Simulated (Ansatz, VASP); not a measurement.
# PbF2 in VASP and in Ansatz

```
CELL_PARAMETERS angstrom
0.00000 2.96366 2.96366
2.96366 0.00000 2.96366
2.96366 2.96366 0.00000
ATOMIC_POSITIONS crystal
Pb 0.00000 0.00000 0.00000
F 0.75000 0.75000 0.75000
F 0.25000 0.25000 0.25000
```

Alike in both runs: task single point; functional PBE-based global hybrid with a share of 0.35 of exact exchange; k mesh 5 × 5 × 5; occupations fermi-dirac, width 0.05 eV; no spin polarisation.

|  | VASP | Ansatz |
| --- | --- | --- |
| version | VASP 6.6.1 | Ansatz 0.2.0 |
| potentials or method | VASP PAW PBE potentials, release 64 (Pb_d, F) | Ansatz PAW |
| plane-wave cutoff (eV) | 520 | 420 |
| valence electrons in the cell | 28 | 28 |

VASP gave:

| Item | Value |
| --- | --- |
| gap on the k mesh at the Fermi level (eV) | 7.40 |
| least direct gap on the mesh (eV) | 7.67 |
| pressure (GPa) | 0.0 |

Task: What did Ansatz give for the same quantities?

Result: gap on the k mesh at the Fermi level (eV): 7.39; least direct gap on the mesh (eV): 7.66; pressure (GPa): 0.1.

VASP's potentials were made for PBE, not for PBE-based global hybrid.

Neither program's run includes spin-orbit coupling. Noted on Ansatz's run: odd divisions of the mesh miss points on the zone boundary, where band edges often lie, so the gap on the mesh can be too wide.
